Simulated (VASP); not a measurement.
# CaYC4N4 (P-43m) in VASP: notebook

CaYC4N4 is run at these levels: PBE; tasks: single point.

Everything below comes from runs of VASP 6.6.1. Logs are shortened: lines on timing, memory, paths and dates and some standing lists are left out, and cuts for length are marked.

**1. The cell of the first run**

It takes space group P-43m (No. 215, cubic). The conventional cell has a = 6.852 Å, b = 6.852 Å, c = 6.852 Å, α = 90.00°, β = 90.00°, γ = 90.00°. Within 3.3 Å of Ca (site symmetry -43m) lie 4 C at 2.49 Å. Within 3.0 Å of Y (site symmetry -43m) lie 4 N at 2.26 Å. C (site symmetry 3m) has 1 N at 1.18 Å within 1.6 Å. Within 1.6 Å of N (site symmetry 3m) lie 1 C at 1.18 Å.

**2. Single point, PBE**

INCAR reads:

```
SYSTEM = CaYC4N4
  PREC = Accurate
  ENCUT = 520
  EDIFF = 1E-7
  ISMEAR = 0
  SIGMA = 0.1
  LREAL = .FALSE.
  LASPH = .TRUE.
  NELM = 80
  ALGO = Normal
  ISIF = 2
  LWAVE = .FALSE.
  LCHARG = .FALSE.
  GGA = PE
  NBANDS = 40
```

KPOINTS reads:

```
Automatic mesh
0
G
  4 4 4
  0 0 0
```

POSCAR reads:

```
CaYC4N4
1.0
    6.8520179248      0.0000000000      0.0000000000
    0.0000000000      6.8520179248      0.0000000000
    0.0000000000      0.0000000000      6.8520179248
Ca Y C N
1 1 4 4
Direct
    0.0000000000      0.0000000000      0.0000000000
    0.5000000000      0.5000000000      0.5000000000
    0.2099669791      0.2099669791      0.2099669791
    0.2099669791      0.7900330209      0.7900330209
    0.7900330209      0.2099669791      0.7900330209
    0.7900330209      0.7900330209      0.2099669791
    0.3093485650      0.3093485650      0.3093485650
    0.3093485650      0.6906514350      0.6906514350
    0.6906514350      0.3093485650      0.6906514350
    0.6906514350      0.6906514350      0.3093485650
```

Potentials or basis: VASP PAW PBE potentials, release 64 (Ca_sv, Y_sv, C, N).

Run with:

```console
$ cat potpaw_PBE.64/Ca_sv/POTCAR potpaw_PBE.64/Y_sv/POTCAR potpaw_PBE.64/C/POTCAR potpaw_PBE.64/N/POTCAR > POTCAR
$ mpirun -np 1 vasp_std > vasp.out
```

OUTCAR:

```text
SYSTEM = CaYC4N4
   PREC = Accurate
   ENCUT = 520
   EDIFF = 1E-7
   ISMEAR = 0
   LREAL = .FALSE.
   LASPH = .TRUE.
   NELM = 80
   ISIF = 2
   GGA = PE

 ion  position               nearest neighbor table
   1  0.000  0.000  0.000-   3 2.49   4 2.49   5 2.49   6 2.49
   2  0.500  0.500  0.500-   7 2.26   8 2.26   9 2.26  10 2.26
   3  0.210  0.210  0.210-   7 1.18   1 2.49
   4  0.210  0.790  0.790-   8 1.18   1 2.49
   5  0.790  0.210  0.790-   9 1.18   1 2.49
   6  0.790  0.790  0.210-  10 1.18   1 2.49
   7  0.309  0.309  0.309-   3 1.18   2 2.26
   8  0.309  0.691  0.691-   4 1.18   2 2.26
   9  0.691  0.309  0.691-   5 1.18   2 2.26
  10  0.691  0.691  0.309-   6 1.18   2 2.26

  LATTYP: Found a simple cubic cell.
 ALAT       =     6.8520179248

  Lattice vectors:

 A1 = (   6.8520179248,   0.0000000000,   0.0000000000)
 A2 = (   0.0000000000,   6.8520179248,   0.0000000000)
 A3 = (   0.0000000000,   0.0000000000,   6.8520179248)

Analysis of symmetry for initial positions (statically):
=====================================================================
 Subroutine PRICEL returns:
 Original cell was already a primitive cell.

 Routine SETGRP: Setting up the symmetry group for a
 simple cubic supercell.

 Subroutine GETGRP returns: Found 24 space group operations
 (whereof 24 operations were pure point group operations)
 out of a pool of 48 trial point group operations.

The static configuration has the point symmetry T_d .

Analysis of symmetry for dynamics (positions and initial velocities):
=====================================================================
 Subroutine PRICEL returns:
 Original cell was already a primitive cell.

 Routine SETGRP: Setting up the symmetry group for a
 simple cubic supercell.

 Subroutine GETGRP returns: Found 24 space group operations
 (whereof 24 operations were pure point group operations)
 out of a pool of 48 trial point group operations.

The dynamic configuration has the point symmetry T_d .

 Subroutine INISYM returns: Found 24 space group operations
 (whereof 24 operations are pure point group operations),
 and found     1 'primitive' translations

[... 96 lines left out ...]
   LREAL  =      F    real-space projection
   EDIFFG = 0.1E-05   stopping-criterion for IOM
   NSW    =      0    number of steps for IOM
   IBRION =     -1    ionic relax: 0-MD 1-quasi-New 2-CG
   NFREE  =      0    steps in history (QN), initial steepest desc. (CG)
   ISIF   =      2    stress and relaxation
   ISYM   =      2    0-nonsym 1-usesym 2-fastsym
   POTIM  = 0.5000    time-step for ionic-motion
   TEBEG  =    0.0;   TEEND  =   0.0 temperature during run
   PSTRESS=    0.0 pullay stress
   NELECT =      57.0000    total number of electrons
   NUPDOWN=      -1.0000    fix difference up-down
   EMIN   =  10.00;   EMAX   =-10.00  energy-range for DOS
   EFERMI =   0.00;   METHOD = LEGACY
   ISMEAR =     0;   SIGMA  =   0.10  broadening in eV -4-tet -1-fermi 0-gaus
   EFERMI_NEDOS =   21; number of points for ismear=-14 and -15
   IALGO  =     38    algorithm
   IMIX   =      4    mixing-type and parameters
     AMIX     =   0.40;   BMIX     =  1.00
     AMIX_MAG =   1.60;   BMIX_MAG =  1.00
  volume/ion in A,a.u.               =      32.17       217.10
  Fermi-wavevector in a.u.,A,eV,Ry     =   0.919492  1.737588 11.503257  0.845466
  Thomas-Fermi vector in A             =   2.044692
   LORBIT       =      0    0 simple, 1 ext, 2 COOP (PROOUT), +10 PAW based schemes
   GGA     = PE    functional components
   LHFCALC =     F    Hartree Fock is set to
   AEXX    =    0.0000 exact exchange contribution
   IVDW    =     0    specifies the selected vdW correction
   LEPSILON=     F    determine dielectric tensor
   LRPA    =     F    only Hartree local field effects (RPA)
 non-spin polarized calculation
 Gauss-broadening in eV      SIGMA  =   0.10
  energy-cutoff  :      520.00
  volume of cell :      321.70
 maximum number of plane-waves:      8722
 NGX is ok and might be reduce to    54
   NGX = 25   NGY = 25   NGZ = 25

 number of electron      56.9999988 magnetization

 Free energy of the ion-electron system (eV)
  ---------------------------------------------------
  ext. energy  EPLUGINS =         0.00000000
  ---------------------------------------------------
  free energy    TOTEN  =       -79.51288874 eV

  energy without entropy =      -79.44674515  energy(sigma->0) =      -79.47981695

 E-fermi :   0.5492     XC(G=0):  -5.7430

 val. band max:        0.5298990469   @ k =   0.5000   0.5000   0.2500
 cond. band min:       0.5964673918   @ k =   0.2500   0.2500   0.2500
 fundamental gap:      0.0665683449
 Fermi energy:         0.5492320566

 k-point     1 :       0.0000    0.0000    0.0000
  band No.  band energies     occupation
      1     -43.7379      2.00000
      2     -41.6116      2.00000
      3     -23.8794      2.00000
      4     -23.8794      2.00000
      5     -23.8794      2.00000
      6     -22.6554      2.00000
[... 419 lines left out ...]
     39       2.9151      0.00000
     40       2.9806      0.00000

------------------------ aborting loop because EDIFF is reached ----------------------------------------

  FORCE on cell =-STRESS in cart. coord.  units (eV):
  Direction    XX          YY          ZZ          XY          YZ          ZX
  --------------------------------------------------------------------------------------
  -------------------------------------------------------------------------------------
  Total        0.6884079      0.6884079      0.6884079      0.0000000      0.0000000     -0.0000000
  in kB        3.4284747      3.4284747      3.4284747      0.0000000      0.0000000     -0.0000000
  external PRESSURE =       3.4284747 kB  Pullay stress =       0.0000000 kB

 VOLUME and BASIS-vectors are now :
 -----------------------------------------------------------------------------
  energy-cutoff  :      520.00
  volume of cell :      321.70
      direct lattice vectors                 reciprocal lattice vectors
     6.852017925  0.000000000  0.000000000     0.145942409  0.000000000  0.000000000
     0.000000000  6.852017925  0.000000000     0.000000000  0.145942409  0.000000000
     0.000000000  0.000000000  6.852017925     0.000000000  0.000000000  0.145942409

 POSITION                                       TOTAL-FORCE (eV/Angst)
 -----------------------------------------------------------------------------------
      0.00000      0.00000      0.00000         0.000000      0.000000      0.000000
      3.42601      3.42601      3.42601         0.000000      0.000000      0.000000
      1.43870      1.43870      1.43870        -0.231010     -0.231010     -0.231010
      1.43870      5.41332      5.41332        -0.231010      0.231010      0.231010
      5.41332      1.43870      5.41332         0.231010     -0.231010      0.231010
      5.41332      5.41332      1.43870         0.231010      0.231010     -0.231010
      2.11966      2.11966      2.11966         0.245681      0.245681      0.245681
      2.11966      4.73236      4.73236         0.245681     -0.245681     -0.245681
      4.73236      2.11966      4.73236        -0.245681      0.245681     -0.245681
      4.73236      4.73236      2.11966        -0.245681     -0.245681      0.245681
 -----------------------------------------------------------------------------------
    total drift:                                0.000000      0.000000     -0.000000

  FREE ENERGIE OF THE ION-ELECTRON SYSTEM (eV)
  ---------------------------------------------------
  free  energy   TOTEN  =       -79.5128887389 eV

  energy  without entropy=      -79.4467451539  energy(sigma->0) =      -79.47981695
```

stdout:

```text
POSCAR found type information on POSCAR CaY C N
 POSCAR found :  4 types and      10 ions
 scaLAPACK will be used
 LDA part: xc-table for (Slater+PW92), standard interpolation
 POSCAR, INCAR and KPOINTS ok, starting setup
 FFT: planning ... GRIDC
 FFT: planning ... GRID_SOFT
 FFT: planning ... GRID
 WAVECAR not read
 entering main loop
```

Run time: 3.3 min. Hardware: 1 thread of Intel Xeon Platinum 8259CL at 2.50GHz (Skylake/Cascade Lake), shared host; peak memory 0.49 GiB.

What came out:

```
Free energy   : -79.5129 eV
Pressure      : 0.3 GPa
Largest force : 0.426 eV/Å
```

Forces on the atoms (eV/Å):
```
Ca   0.000  0.000  0.000
Y    0.000  0.000  0.000
C   -0.231 -0.231 -0.231
C   -0.231  0.231  0.231
C    0.231 -0.231  0.231
C    0.231  0.231 -0.231
N    0.246  0.246  0.246
N    0.246 -0.246 -0.246
N   -0.246  0.246 -0.246
N   -0.246 -0.246  0.246
```

**3. Single point, PBE**

This run uses another cell than the first one, of 25.42 Å³/atom, 0.790 times its volume.

INCAR reads:

```
ALGO = Normal
EDIFF = 1E-6
ENCUT = 520
GGA = PE
ISIF = 2
ISMEAR = 0
LASPH = True
LCHARG = False
LREAL = False
LWAVE = False
NBANDS = 40
NELM = 100
PREC = Accurate
SIGMA = 0.1
```

KPOINTS reads:

```
k-points
0
Gamma
  4 4 4
```

POSCAR reads:

```
CaYC4N4
1.0
    6.3346871500      0.0000000000      0.0000000000
    0.0000000000      6.3346871500      0.0000000000
    0.0000000000      0.0000000000      6.3346871500
Ca Y C N
1 1 4 4
Direct
    0.0000000000      0.0000000000      0.0000000000
    0.5000000000      0.5000000000      0.5000000000
    0.1919431300      0.1919431300      0.1919431300
    0.1919431300      0.8080568700      0.8080568700
    0.8080568700      0.1919431300      0.8080568700
    0.8080568700      0.8080568700      0.1919431300
    0.2985782000      0.2985782000      0.2985782000
    0.2985782000      0.7014218000      0.7014218000
    0.7014218000      0.2985782000      0.7014218000
    0.7014218000      0.7014218000      0.2985782000
```

Potentials or basis: VASP PAW PBE potentials, release 64 (Ca_sv, Y_sv, C, N).

Run with:

```console
$ cat potpaw_PBE.64/Ca_sv/POTCAR potpaw_PBE.64/Y_sv/POTCAR potpaw_PBE.64/C/POTCAR potpaw_PBE.64/N/POTCAR > POTCAR
$ mpirun -np 1 vasp_std > vasp.out
```

Run time: 2 min. Hardware: 1 thread of Intel Xeon Platinum 8259CL at 2.50GHz (Skylake/Cascade Lake), shared host; peak memory 0.39 GiB.

Results (log left out):

- Free energy: -76.7745 eV
- Pressure: 10.3 GPa
- Largest force: 2.364 eV/Å

Forces on the atoms (eV/Å):
```
Ca   0.000  0.000  0.000
Y    0.000  0.000  0.000
C    1.365  1.365  1.365
C    1.365 -1.365 -1.365
C   -1.365  1.365 -1.365
C   -1.365 -1.365  1.365
N    0.688  0.688  0.688
N    0.688 -0.688 -0.688
N   -0.688  0.688 -0.688
N   -0.688 -0.688  0.688
```

Levels at points of the mesh, in eV from the Fermi level:
```
           k point  band 25  band 26  band 27  band 28  band 29  band 30  band 31  band 32
(0.00, 0.00, 0.00)    -5.89    -4.94    -4.94    -4.94    -0.17    -0.17     0.26     0.26
(0.50, 0.00, 0.00)    -5.83    -5.07    -4.92    -4.92    -0.03     0.36     0.63     0.63
(0.50, 0.50, 0.00)    -5.70    -5.00    -4.99    -4.99     0.08     0.33     0.63     0.96
(0.50, 0.50, 0.50)    -5.80    -5.00    -5.00    -5.00    -0.15    -0.15     0.82     0.82
```

Caveat: forces of over 1 eV/Å act on the atoms, so gaps and moduli don't describe the material at rest.
